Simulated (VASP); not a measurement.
Cl, 4 atoms in the cell. It takes space group Cmce (No. 64, orthorhombic). The conventional cell has a = 6.290 Å, b = 4.500 Å, c = 8.210 Å, α = 90.00°, β = 90.00°, γ = 90.00°. Within 2.7 Å of Cl (site symmetry m) lie 1 Cl at 2.02 Å. 

* Program: VASP 6.6.1
* Task: relaxation of cell and atoms
* Functional: PBEsol
* Potentials or basis: VASP PAW PBE potentials, release 64 (Cl)
* Cutoff: 600 eV
* k mesh: 7 × 7 × 4
* Occupations: fermi-dirac, width 0.05 eV
* Spin: no spin polarisation
* Dipole correction: no
* Further INCAR settings: ALGO = Normal; EDIFF = 1e-07; IBRION = 2; EDIFFG = -0.01; NSW = 80; ISIF = 3

Potentials or basis: VASP PAW PBE potentials, release 64 (Cl).

The run is started by

```console
$ cat potpaw_PBE.64/Cl/POTCAR > POTCAR
$ mpirun -np 1 vasp_std > vasp.out
```

Hardware: 1 thread of Intel(R) Xeon(R) 6975P-C (Granite Rapids), with other jobs on the host.

Q: Estimate the wall time of this run.

A: Wall time 21 min on 1 thread of Intel(R) Xeon(R) 6975P-C (Granite Rapids) (shared host), peak memory 0.31 GiB. Counts: scf iterations 332, k points 48, ion steps 43.
